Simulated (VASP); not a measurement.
Cd6Te:

```
Cd Te
1.0
     4.50000    0.00000    0.00000
     0.00000    4.50000    0.00000
     0.00000    0.00000    8.40000
Cd Te
6 1
Direct
  0.00000 0.50000 0.75000
  0.00000 0.00000 0.50000
  0.50000 0.00000 0.75000
  0.00000 0.50000 0.25000
  0.50000 0.50000 0.50000
  0.50000 0.00000 0.25000
  0.00000 0.00000 0.00000
```

| Item | Value |
| --- | --- |
| Program | VASP 6.6.1 |
| Task | relaxation of cell and atoms |
| Functional | PBE |
| Potentials or basis | VASP PAW PBE potentials, release 64 (Cd, Te) |
| Cutoff | 600 eV |
| k mesh | 4 × 4 × 2 |
| Occupations | gaussian, width 0.2 eV |
| Spin | no spin polarisation |

At the start: pressure 3.5 GPa; volume 24.30 Å³/atom.

Question: How do energy, volume and symmetry change on relaxing?

Answer: Over 4 steps the energy falls by 22.7 meV/atom and the volume is 26.18 Å³/atom (+7.7 %); space group P4/mmm (No. 123, to 0.1 Å) before and after.

Step by step:
```csv
step,energy change (eV),largest force (eV/Å),pressure (GPa),volume (Å³)
1,0.0000,0.0321,3.46,170.10
2,-0.1526,0.0412,-0.10,183.31
3,-0.1527,0.0411,-0.17,183.67
4,-0.1589,0.0349,-0.13,183.23
```

Final structure:
```xyz
7
Lattice="4.5706 0.0000 0.0000 0.0000 4.5706 0.0000 0.0000 0.0000 8.7712" Properties=species:S:1:pos:R:3 pbc="T T T"
Cd    4.5706    2.2853    6.5747
Cd    0.0000    4.5706    4.3856
Cd    2.2853    0.0000    6.5747
Cd    0.0000    2.2853    2.1965
Cd    2.2853    2.2853    4.3856
Cd    2.2853    4.5706    2.1965
Te    0.0000    4.5706    0.0000
```

Caveat: the k points lie up to 0.36 Å⁻¹ apart in the final cell, too coarse for converged energies and pressures of a metal; the relaxation stopped at a loose force limit of 0.08 eV/Å, so its end isn't a converged minimum.
